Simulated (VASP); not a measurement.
A run of VASP 6.6.1 is set up as follows.

Contents of POSCAR:

```
SbMo
1.0
    0.0000000000      2.7601270029      2.7601270029
    2.7601270029      0.0000000000      2.7601270029
    2.7601270029      2.7601270029      0.0000000000
Mo Sb
1 1
Direct
    0.5000000000      0.5000000000      0.5000000000
    0.0000000000      0.0000000000      0.0000000000
```

The input INCAR.step1:

```
SYSTEM = SbMo
ALGO = Normal ; EDIFF = 1E-4
ENCUT = 520 ; GGA = PE
ISMEAR = 0 ; LASPH = .TRUE.
LCHARG = .FALSE. ; LREAL = .FALSE.
LWAVE = .TRUE. ; NBANDS = 16
NELM = 80 ; PREC = Accurate
SIGMA = 0.05
```

Contents of INCAR.step2:

```
SYSTEM = SbMo
ALGO = Normal ; EDIFF = 1E-6
ENCUT = 520 ; ISIF = 2
ISMEAR = 0 ; ISTART = 1
LASPH = .TRUE. ; LCHARG = .FALSE.
LMIXTAU = .TRUE. ; LREAL = .FALSE.
LWAVE = .FALSE. ; METAGGA = R2SCAN
NBANDS = 16 ; NELM = 80
PREC = Accurate ; SIGMA = 0.05
```

File KPOINTS:

```
k-points
0
G
  10 10 10
  0 0 0
```

Potentials or basis: VASP PAW PBE potentials, release 64 (Mo_sv, Sb).

Command:

```sh
$ cat potpaw_PBE.64/Mo_sv/POTCAR potpaw_PBE.64/Sb/POTCAR > POTCAR
$ cp INCAR.step1 INCAR
$ mpirun -np 1 vasp_std > vasp.out
$ cp INCAR.step2 INCAR
$ mpirun -np 1 vasp_std > vasp.out
```

Question: Estimate the pressure.

Answer: -1.5 GPa.

Caveat: the PAW data sets were made with another functional, which shifts forces and pressure a little.
